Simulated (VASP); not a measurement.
Write the native input for VASP 6.6.1 that does the following.

- Task: single point
- Functional: PBE
- Potentials or basis: VASP PAW PBE potentials, release 64 (Pb_d, F)
- Cutoff: 600 eV
- k mesh: 8 × 8 × 8
- Occupations: fermi-dirac, width 0.05 eV
- Spin: no spin polarisation
- Dipole correction: no
- Further INCAR settings: ALGO = Normal; EDIFF = 1e-06; NBANDS = 21

The structure of PbF2 lies in POSCAR:

```
PbF2
1.0
    0.0000000000      2.9999686843      2.9999686843
    2.9999686843      0.0000000000      2.9999686843
    2.9999686843      2.9999686843      0.0000000000
Pb F
1 2
Direct
    0.0000000000      0.0000000000      0.0000000000
    0.7500000000      0.7500000000      0.7500000000
    0.2500000000      0.2500000000      0.2500000000
```

The input as run:

INCAR

```
SYSTEM = PbF2
PREC = Accurate
ENCUT = 600
EDIFF = 1E-6
ISMEAR = -1
SIGMA = 0.05
LREAL = .FALSE.
LASPH = .TRUE.
NELM = 120
ALGO = Normal
ISIF = 2
LWAVE = .FALSE.
LCHARG = .FALSE.
GGA = PE
NBANDS = 21
GGA_COMPAT = .FALSE.
```

KPOINTS

```
regular mesh
0
G
  8 8 8
  0 0 0
```

Potentials or basis: VASP PAW PBE potentials, release 64 (Pb_d, F).

Command:

```console
$ cat potpaw_PBE.64/Pb_d/POTCAR potpaw_PBE.64/F/POTCAR > POTCAR
$ mpirun -np 1 vasp_std > vasp.out
```

Results of the run:

```yaml
Pressure: -0.2 GPa
Band_gap_on_the_k_mesh: 4.42 eV (least direct gap 4.56 eV)
```

Caveat: spin-orbit coupling is left out, which moves the levels of the heavy elements.

Run time: 21 s on 1 thread of Intel(R) Xeon(R) 6975P-C (Granite Rapids) (shared host), peak memory 0.21 GiB.
